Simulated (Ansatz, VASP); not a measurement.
## One calculation of Ba, two programs

File INCAR:

```
SYSTEM = Ba
PREC = Accurate
ENCUT = 500
EDIFF = 1E-6
ISMEAR = -1
SIGMA = 0.008617333262145177
LREAL = .False.
LASPH = .True.
NELM = 120
ALGO = Normal
ISIF = 2
LWAVE = .False.
LCHARG = .True.
GGA = PE
LELF = .True.
LVHAR = .True.
NBANDS = 11
GGA_COMPAT = .False.
```

KPOINTS

```
regular mesh
0
Gamma
  6 6 4
  0 0 0
```

File POSCAR:

```
Ba
1.0
    4.3116136979      0.0000000000      0.0000000000
   -2.1558068490      3.7339669937      0.0000000000
    0.0000000000      0.0000000000      3.9134133000
Ba
1
Direct
    0.0000000000      0.0000000000      0.0000000000
```

Input for Ansatz:

```yaml
crystal:
  lattice:
    - [4.3116136979, 0.0, 0.0]
    - [-2.155806849, 3.7339669937, 0.0]
    - [0.0, 0.0, 3.9134133]
  atoms:
    - { symbol: Ba, position: [0.0, 0.0, 0.0] }
basis:
  ecutwfc: 420
kpoints:
  mp_grid: { grid: [6, 6, 4] }
hamiltonian:
  xc: pbe
scf:
  occupations: { method: fermi_dirac, width: "100 K" }
output:
  forces: true
  stress: true
  eigenvalues: true
```

Alike in both runs: task single point; functional PBE; k mesh 6 × 6 × 4; no spin polarisation.

|  | VASP | Ansatz |
| --- | --- | --- |
| version | VASP 6.6.1 | Ansatz 0.2.0 |
| potentials or method | VASP PAW PBE potentials, release 64 (Ba_sv), cutoff 500 eV | scalar-relativistic, plane waves, PAW |
| occupations | fermi-dirac, width 0.00861733 eV | fermi-dirac |
| valence electrons in the cell | 10 | 10 |

Ansatz gave:

| Item | Value |
| --- | --- |
| gap on the k mesh at the Fermi level (eV) | none |
| pressure (GPa) | 0.0 |
| traceless stress, the component that is largest in VASP (GPa) | 0.59 |

**Question.** Which values does VASP return?

**Answer.** gap on the k mesh at the Fermi level (eV): none; pressure (GPa): 0.1; traceless stress, the component that is largest in VASP (GPa): 0.62.

A gap of «none» marks a metal or a gap that the smearing closes.

The k mesh is coarse, so the values compare programs but aren't converged. Neither program's run includes spin-orbit coupling.
